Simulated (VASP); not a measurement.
Here is a VASP 6.6.1 calculation.

The input POSCAR:

```
ZnS
1.0
    0.0000000000      2.7210266899      2.6626130293
    2.7210266899      0.0000000000      2.6626130293
    2.7210266899      2.7210266899      0.0000000000
Zn S
1 1
Direct
    0.0000000000      0.0000000000      0.0000000000
    0.2500000000      0.2500000000      0.2500000000
```

File INCAR.step1:

```
PREC = Accurate
ENCUT = 520
ISMEAR = 0
SIGMA = 0.01
LREAL = F
LASPH = T
NELM = 80
NBANDS = 16
GGA = PE
ALGO = Normal
EDIFF = 1E-4
LWAVE = T
LCHARG = F
```

File INCAR.step2:

```
PREC = Accurate
ENCUT = 520
EDIFF = 1E-6
ISMEAR = 0
SIGMA = 0.01
LREAL = F
LASPH = T
NELM = 80
ALGO = Normal
ISIF = 2
LWAVE = F
LCHARG = T
METAGGA = R2SCAN
LMIXTAU = T
LELF = T
LVHAR = T
NBANDS = 16
ISTART = 1
```

File KPOINTS:

```
Automatic mesh
0
Gamma
  8 8 8
```

Potentials or basis: VASP PAW PBE potentials, release 64 (Zn, S).

Run with:

```sh
$ cat potpaw_PBE.64/Zn/POTCAR potpaw_PBE.64/S/POTCAR > POTCAR
$ cp INCAR.step1 INCAR
$ mpirun -np 1 vasp_std > vasp.out
$ cp INCAR.step2 INCAR
$ mpirun -np 1 vasp_std > vasp.out
```

Question: Predict the pressure.

Answer: -0.6 GPa.

Question: Estimate the band gap on the k mesh.

Answer: 2.63 eV.

Stress tensor (GPa, compression positive):
```
-0.89  0.00  0.00
 0.00 -0.89  0.00
 0.00  0.00 -0.03
```

Caveat: the cell differs from its parent crystal (epitaxial xy strain +1.0%); the PAW data sets were made with another functional, which shifts forces and pressure a little.
